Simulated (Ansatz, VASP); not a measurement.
**MgO in VASP and in Ansatz**

```xyz
4
Lattice="3.1896 0.0000 0.0000 -1.5948 2.7622 0.0000 0.0000 0.0000 5.2186" Properties=species:S:1:pos:R:3 pbc="T T T"
Mg    0.0000    1.8415   -0.0077
Mg    1.5948    0.9207    2.6015
O     0.0000    1.8415    1.9647
O     1.5948    0.9207    4.5740
```

Change from the starting cell: epitaxial_xy strain -3.0%.

Alike in both runs: task single point; functional r2SCAN; k mesh 12 × 12 × 6; no spin polarisation.

|  | VASP | Ansatz |
| --- | --- | --- |
| version | VASP 6.6.1 | Ansatz 0.2.0 |
| potentials or method | VASP PAW PBE potentials, release 64 (Mg, O) | plane waves, PAW |
| plane-wave cutoff (eV) | 520 | 500 |
| occupations | gaussian, width 0.01 eV | fixed |
| valence electrons in the cell | 16 | 32 |

```csv
,VASP,Ansatz,Ansatz less VASP
gap on the k mesh at the Fermi level (eV),4.60,4.61,+0.013
pressure (GPa),3.7,4.2,+0.50
"traceless stress, the component that is largest in VASP (GPa)",-4.27,-4.22,+0.044
```

VASP's potentials were made for PBE, not for r2SCAN. VASP's potentials hold 16 valence electrons a cell and Ansatz's 32, so a difference there can come from the potentials and not from the codes.
